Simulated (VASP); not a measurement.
# Ge (P6_3/mmc) in VASP: a series of runs

The runs below take Ge through single point, with RPBE.

All numbers are computed with VASP 6.6.1; they aren't measurements. Logs are shortened: lines on timing, memory, paths and dates and some standing lists are left out, and cuts for length are marked.

### Step 1. The cell of the first run

It takes space group P6_3/mmc (No. 194, hexagonal). The conventional cell has a = 3.051 Å, b = 3.051 Å, c = 4.727 Å, α = 90.00°, β = 90.00°, γ = 120.00°. Ge (site symmetry -6m2) has 12 Ge at 2.95 to 3.05 Å within 3.9 Å.

### Step 2. Single point, RPBE (volume scaled by 0.96)

INCAR reads:

```
ALGO = Normal
EDIFF = 1E-6
ENCUT = 520
GGA = RP
ISIF = 2
ISMEAR = -1
LASPH = True
LCHARG = False
LREAL = False
LWAVE = False
NBANDS = 21
NELM = 60
PREC = Accurate
SIGMA = 0.1
```

KPOINTS reads:

```
k-points
0
Gamma
  19 19 11
```

POSCAR reads:

```
Ge
1.0
    3.0507331123      0.0000000000      0.0000000000
   -1.5253665562      2.6420123754      0.0000000000
    0.0000000000      0.0000000000      4.7266910016
Ge
2
Direct
    0.3333333333      0.6666666667      0.2500000000
    0.6666666667      0.3333333333      0.7500000000
```

Potentials or basis: VASP PAW PBE potentials, release 64 (Ge_d).

Launch:

```bash
$ cat potpaw_PBE.64/Ge_d/POTCAR > POTCAR
$ mpirun -np 1 vasp_std > vasp.out
```

OUTCAR:

```text
EDIFF = 1E-6
   ENCUT = 520
   GGA = RP
   ISIF = 2
   ISMEAR = -1
   LASPH = True
   LREAL = False
   NELM = 60
   PREC = Accurate

 ion  position               nearest neighbor table
   1  0.333  0.667  0.250-
   2  0.667  0.333  0.750-

  LATTYP: Found a hexagonal cell.
 ALAT       =     3.0507331123
 C/A-ratio  =     1.5493623426

  Lattice vectors:

 A1 = (   3.0507331123,   0.0000000000,   0.0000000000)
 A2 = (  -1.5253665562,   2.6420123754,   0.0000000000)
 A3 = (   0.0000000000,   0.0000000000,   4.7266910016)

Analysis of symmetry for initial positions (statically):
=====================================================================
 Subroutine PRICEL returns:
 Original cell was already a primitive cell.

 Routine SETGRP: Setting up the symmetry group for a
 hexagonal supercell.

 Subroutine GETGRP returns: Found 24 space group operations
 (whereof 12 operations were pure point group operations)
 out of a pool of 24 trial point group operations.

The static configuration has the point symmetry D_3d.
 The point group associated with its full space group is D_6h.

Analysis of symmetry for dynamics (positions and initial velocities):
=====================================================================
 Subroutine PRICEL returns:
 Original cell was already a primitive cell.

 Routine SETGRP: Setting up the symmetry group for a
 hexagonal supercell.

 Subroutine GETGRP returns: Found 24 space group operations
 (whereof 12 operations were pure point group operations)
 out of a pool of 24 trial point group operations.

The dynamic configuration has the point symmetry D_3d.
 The point group associated with its full space group is D_6h.

 Subroutine INISYM returns: Found 24 space group operations
 (whereof 12 operations are pure point group operations),
 and found     1 'primitive' translations

----------------------------------------------------------------------------------------

                                     Primitive cell

  volume of cell :      38.0975

  direct lattice vectors                    reciprocal lattice vectors
     3.050733112  0.000000000  0.000000000     0.327790063  0.189249681  0.000000000
    -1.525366556  2.642012375  0.000000000     0.000000000  0.378499363  0.000000000
     0.000000000  0.000000000  4.726691002     0.000000000  0.000000000  0.211564496

  length of vectors
     3.050733112  3.050733112  4.726691002     0.378499363  0.378499363  0.211564496

  position of ions in fractional coordinates (direct lattice)
     0.333333333  0.666666667  0.250000000
     0.666666667  0.333333333  0.750000000

  ion indices of the primitive-cell ions
   primitive index   ion index
                 1           1
                 2           2

----------------------------------------------------------------------------------------

 KPOINTS: k-points

Automatic generation of k-mesh.
 Grid dimensions read from file:
 generate k-points for:   19   19   11

 Generating k-lattice:

  Cartesian coordinates                     Fractional coordinates (reciprocal lattice)
     0.017252109  0.009960510  0.000000000     0.052631579 -0.000000000  0.000000000
     0.000000000  0.019921019  0.000000000     0.000000000  0.052631579  0.000000000
     0.000000000  0.000000000  0.019233136     0.000000000  0.000000000  0.090909091

  Length of vectors
     0.019921019  0.019921019  0.019233136

  Shift w.r.t. Gamma in fractional coordinates (k-lattice)
     0.000000000  0.000000000  0.000000000

 Subroutine IBZKPT returns following result:
 ===========================================

 Found    240 irreducible k-points:

 Following reciprocal coordinates:
            Coordinates               Weight
  0.000000  0.000000  0.000000      1.000000
  0.052632  0.000000  0.000000      6.000000
  0.105263  0.000000  0.000000      6.000000
  0.157895  0.000000  0.000000      6.000000
  0.210526 -0.000000  0.000000      6.000000
  0.263158  0.000000  0.000000      6.000000
[... 16 lines left out ...]
  0.263158  0.105263  0.000000     12.000000
  0.315789  0.105263  0.000000     12.000000
 [... further k-points ...]
   k-points           NKPTS =    240   k-points in BZ     NKDIM =    240   number of bands    NBANDS=     21
   number of dos      NEDOS =    301   number of ions     NIONS =      2
   total plane-waves  NPLWV =  20736
   dimension x,y,z NGX =    24 NGY =   24 NGZ =   36
   dimension x,y,z NGXF=    48 NGYF=   48 NGZF=   72
   ions per type =               2
   NGX,Y,Z   is equivalent  to a cutoff of  13.08, 13.08, 12.66 a.u.
   NGXF,Y,Z  is equivalent  to a cutoff of  26.16, 26.16, 25.32 a.u.
 SYSTEM =  unknown system
   PREC   = accura    normal or accurate (medium, high low for compatibility)
   ISTART =      0    job   : 0-new  1-cont  2-samecut
   ICHARG =      2    charge: 1-file 2-atom 10-const
   ISPIN  =      1    spin polarized calculation?
   LNONCOLLINEAR =      F non collinear calculations
   LSORBIT =      F    spin-orbit coupling
   LASPH  =      T    aspherical Exc in radial PAW
   ENCUT  =  520.0 eV  38.22 Ry    6.18 a.u.   5.67  5.67  8.79*2*pi/ulx,y,z
   NELM   =     60;   NELMIN=  2; NELMDL= -5     # of ELM steps
   EDIFF  = 0.1E-05   stopping-criterion for ELM
   LREAL  =      F    real-space projection
   EDIFFG = 0.1E-04   stopping-criterion for IOM
   NSW    =      0    number of steps for IOM
   IBRION =     -1    ionic relax: 0-MD 1-quasi-New 2-CG
   NFREE  =      0    steps in history (QN), initial steepest desc. (CG)
   ISIF   =      2    stress and relaxation
   ISYM   =      2    0-nonsym 1-usesym 2-fastsym
   POTIM  = 0.5000    time-step for ionic-motion
   TEBEG  =    0.0;   TEEND  =   0.0 temperature during run
   PSTRESS=    0.0 pullay stress
   NELECT =      28.0000    total number of electrons
   NUPDOWN=      -1.0000    fix difference up-down
   EMIN   =  10.00;   EMAX   =-10.00  energy-range for DOS
   EFERMI =   0.00;   METHOD = LEGACY
   ISMEAR =    -1;   SIGMA  =   0.10  broadening in eV -4-tet -1-fermi 0-gaus
   EFERMI_NEDOS =   21; number of points for ismear=-14 and -15
   IALGO  =     38    algorithm
   IMIX   =      4    mixing-type and parameters
     AMIX     =   0.40;   BMIX     =  1.00
     AMIX_MAG =   1.60;   BMIX_MAG =  1.00
  volume/ion in A,a.u.               =      19.05       128.55
  Fermi-wavevector in a.u.,A,eV,Ry     =   1.477391  2.791864 29.697216  2.182684
  Thomas-Fermi vector in A             =   2.591801
   LORBIT       =      0    0 simple, 1 ext, 2 COOP (PROOUT), +10 PAW based schemes
   GGA     = RP    functional components
   LHFCALC =     F    Hartree Fock is set to
   AEXX    =    0.0000 exact exchange contribution
   IVDW    =     0    specifies the selected vdW correction
   LEPSILON=     F    determine dielectric tensor
   LRPA    =     F    only Hartree local field effects (RPA)
 non-spin polarized calculation
  energy-cutoff  :      520.00
  volume of cell :       38.10
 maximum number of plane-waves:      1049
 NGX is ok and might be reduce to    24
   NGX = 11   NGY = 11   NGZ = 17

 number of electron      28.0000013 magnetization

 Free energy of the ion-electron system (eV)
  ---------------------------------------------------
  ext. energy  EPLUGINS =         0.00000000
  ---------------------------------------------------
  free energy    TOTEN  =        -7.63426948 eV

  energy without entropy =       -7.60263515  energy(sigma->0) =       -7.61845232

 E-fermi :   6.8124     XC(G=0): -11.1484

 val. band max:        6.8082781282   @ k =   0.1579   0.1579   0.1818
 cond. band min:       6.8142922023   @ k =   0.2632   0.2632   0.1818
 fundamental gap:      0.0060140741
 Fermi energy:         6.8123521895

 k-point     1 :       0.0000    0.0000    0.0000
  band No.  band energies     occupation
      1     -17.9957      2.00000
      2     -17.9913      2.00000
      3     -17.9913      2.00000
      4     -17.9832      2.00000
      5     -17.9832      2.00000
      6     -17.9815      2.00000
[... 13 lines left out ...]
     20      19.1987      0.00000
     21      20.4862      0.00000

 k-point     2 :       0.0526    0.0000    0.0000
  band No.  band energies     occupation
      1     -17.9968      2.00000
      2     -17.9929      2.00000
      3     -17.9894      2.00000
      4     -17.9816      2.00000
      5     -17.9813      2.00000
      6     -17.9786      2.00000
[... 13 lines left out ...]
     20      18.9907      0.00000
     21      20.4397      0.00000

 k-point     3 :       0.1053    0.0000    0.0000
  band No.  band energies     occupation
      1     -18.0021      2.00000
      2     -17.9927      2.00000
      3     -17.9838      2.00000
      4     -17.9786      2.00000
      5     -17.9785      2.00000
      6     -17.9780      2.00000
[... 13 lines left out ...]
     20      19.2469      0.00000
     21      20.5717      0.00000

 k-point     4 :       0.1579    0.0000    0.0000
  band No.  band energies     occupation
      1     -18.0094      2.00000
      2     -17.9912      2.00000
      3     -17.9824      2.00000
      4     -17.9823      2.00000
      5     -17.9751      2.00000
      6     -17.9738      2.00000
[... 13 lines left out ...]
     20      20.1221      0.00000
     21      20.2755      0.00000

 k-point     5 :       0.2105   -0.0000    0.0000
  band No.  band energies     occupation
      1     -18.0173      2.00000
      2     -17.9899      2.00000
      3     -17.9875      2.00000
      4     -17.9867      2.00000
      5     -17.9688      2.00000
      6     -17.9644      2.00000
[... 13 lines left out ...]
     20      19.3743      0.00000
     21      20.4602      0.00000
[... 382 lines left out ...]
     20      17.8908      0.00000
     21      18.8521      0.00000

 k-point    22 :       0.2105    0.1053    0.0000
  band No.  band energies     occupation
      1     -18.0173      2.00000
      2     -17.9996      2.00000
      3     -17.9947      2.00000
      4     -17.9881      2.00000
      5     -17.9655      2.00000
      6     -17.9490      2.00000
[... 13 lines left out ...]
     20      17.0099      0.00000
     21      19.9900      0.00000

 k-point    23 :       0.2632    0.1053    0.0000
  band No.  band energies     occupation
      1     -18.0240      2.00000
      2     -18.0067      2.00000
      3     -17.9907      2.00000
      4     -17.9905      2.00000
      5     -17.9609      2.00000
      6     -17.9388      2.00000
[... 13 lines left out ...]
     20      16.3692      0.00000
     21      20.8481      0.00000

 k-point    24 :       0.3158    0.1053    0.0000
  band No.  band energies     occupation
      1     -18.0295      2.00000
      2     -18.0130      2.00000
      3     -17.9923      2.00000
      4     -17.9881      2.00000
      5     -17.9554      2.00000
      6     -17.9412      2.00000
[... 13 lines left out ...]
     20      15.9229      0.00000
     21      21.0383      0.00000

 [... further k-points ...]

------------------------ aborting loop because EDIFF is reached ----------------------------------------

  FORCE on cell =-STRESS in cart. coord.  units (eV):
  Direction    XX          YY          ZZ          XY          YZ          ZX
  --------------------------------------------------------------------------------------
  -------------------------------------------------------------------------------------
  Total        0.4463147      0.4463147      1.1170086     -0.0000000      0.0000000     -0.0000000
  in kB       18.7696228     18.7696228     46.9754370     -0.0000000      0.0000000     -0.0000000
  external PRESSURE =      28.1715609 kB  Pullay stress =       0.0000000 kB

 VOLUME and BASIS-vectors are now :
 -----------------------------------------------------------------------------
  energy-cutoff  :      520.00
  volume of cell :       38.10
      direct lattice vectors                 reciprocal lattice vectors
     3.050733112  0.000000000  0.000000000     0.327790063  0.189249681  0.000000000
    -1.525366556  2.642012375  0.000000000     0.000000000  0.378499363  0.000000000
     0.000000000  0.000000000  4.726691002     0.000000000  0.000000000  0.211564496

 POSITION                                       TOTAL-FORCE (eV/Angst)
 -----------------------------------------------------------------------------------
     -0.00000      1.76134      1.18167         0.000000     -0.000000      0.000000
      1.52537      0.88067      3.54502        -0.000000      0.000000      0.000000
 -----------------------------------------------------------------------------------
    total drift:                               -0.000000      0.000000      0.000000

  FREE ENERGIE OF THE ION-ELECTRON SYSTEM (eV)
  ---------------------------------------------------
  free  energy   TOTEN  =        -7.6342694847 eV

  energy  without entropy=       -7.6026351480  energy(sigma->0) =       -7.61845232
```

Run time: 93 s. Hardware: 1 thread of AMD EPYC 9R45 (Zen 5), shared host; peak memory 0.23 GiB.

Results:

| Item | Value |
| --- | --- |
| Free energy | -7.6343 eV |
| Pressure | 2.8 GPa |
| Band gap on the k mesh | zero (band 14 reaches 13.24 eV, above the bottom of band 15 at 4.04 eV) |

Stress tensor (GPa, compression positive):
```
1.88 0.00 0.00
0.00 1.88 0.00
0.00 0.00 4.70
```

Caveat: the cell differs from its parent crystal (volume scaled by 0.96); the PAW data sets were made with another functional, which shifts forces and pressure a little.

### Step 3. Single point, RPBE

This run uses another cell than the first one, of 19.84 Å³/atom, 1.042 times its volume.

INCAR reads:

```
SYSTEM = Ge
ALGO     = Normal         ! electronic algorithm
EDIFF    = 1E-7           ! SCF threshold, eV
ENCUT    = 520            ! plane-wave cutoff, eV
GGA      = RP             ! functional
ISIF     = 2              ! what is computed and relaxed
ISMEAR   = -1             ! smearing method
LASPH    = .True.         ! aspherical terms in the spheres
LCHARG   = .False.        ! write CHGCAR
LREAL    = .False.        ! projectors in reciprocal space
LWAVE    = .False.        ! write WAVECAR
NBANDS   = 21             ! bands
NELM     = 60             ! most SCF steps
PREC     = Accurate       ! precision mode
SIGMA    = 0.1            ! smearing width, eV
```

KPOINTS reads:

```
k-points
0
Gamma
  19 19 11
  0 0 0
```

POSCAR reads:

```
Ge
1.0
    3.0925291706      0.0000000000      0.0000000000
   -1.5462645853      2.6782088237      0.0000000000
    0.0000000000      0.0000000000      4.7914482404
Ge
2
Direct
    0.3333333333      0.6666666667      0.2500000000
    0.6666666667      0.3333333333      0.7500000000
```

Potentials or basis: VASP PAW PBE potentials, release 64 (Ge_d).

Launch:

```bash
$ cat potpaw_PBE.64/Ge_d/POTCAR > POTCAR
$ mpirun -np 1 vasp_std > vasp.out
```

It took 96 s on 1 thread of AMD EPYC 9R45 (Zen 5), shared host; peak memory 0.24 GiB.

It converged, with:

| Property | Result |
| --- | --- |
| Free energy | -7.6493 eV |
| Pressure | 0.2 GPa |
| Band gap on the k mesh | zero (band 14 reaches 12.54 eV, above the bottom of band 15 at 3.75 eV) |

Stress tensor (GPa, compression positive):
```
-0.74  0.00  0.00
 0.00 -0.74  0.00
 0.00  0.00  1.95
```

Levels at points of the mesh, in eV from the Fermi level:
| k point | band 10 | band 11 | band 12 | band 13 | band 14 | band 15 | band 16 | band 17 | band 18 | band 19 |
| --- | --- | --- | --- | --- | --- | --- | --- | --- | --- | --- |
| (0.00, 0.00, 0.00) | -24.71 | -12.76 | -7.15 | -5.07 | 5.81 | 5.81 | 7.83 | 7.83 | 9.50 | 10.27 |

Caveat: the PAW data sets were made with another functional, which shifts forces and pressure a little.

### Step 4. Single point, RPBE

This run uses another cell than the first one, of 19.84 Å³/atom, 1.042 times its volume.

INCAR reads:

```
  ALGO = Normal
  EDIFF = 1E-6
  ENCUT = 520
  GGA = RP
  ISIF = 2
  ISMEAR = -1
  LASPH = True
  LCHARG = False
  LREAL = False
  LWAVE = False
  NBANDS = 21
  NELM = 80
  PREC = Accurate
  SIGMA = 0.1
```

KPOINTS reads:

```
k-points
0
Gamma
  19 19 11
```

POSCAR is that of step 3.

Launch:

```bash
$ cat potpaw_PBE.64/Ge_d/POTCAR > POTCAR
$ mpirun -np 1 vasp_std > vasp.out
```

It took 87 s on 1 thread of AMD EPYC 9R45 (Zen 5), shared host; peak memory 0.24 GiB.

Results (log left out):

```yaml
Free_energy: -7.6493 eV
Pressure: 0.1 GPa
Band_gap_on_the_k_mesh: zero (band 14 reaches 12.54 eV, above the bottom of band 15 at 3.75 eV)
```

Stress tensor (GPa, compression positive):
```
-0.76  0.00  0.00
 0.00 -0.76  0.00
 0.00  0.00  1.92
```

Levels at points of the mesh, in eV from the Fermi level:
```csv
k point,band 10,band 11,band 12,band 13,band 14,band 15,band 16,band 17,band 18,band 19
"(0.00, 0.00, 0.00)",-24.71,-12.76,-7.15,-5.07,5.81,5.81,7.82,7.82,9.50,10.27
```

Caveat: the PAW data sets were made with another functional, which shifts forces and pressure a little.
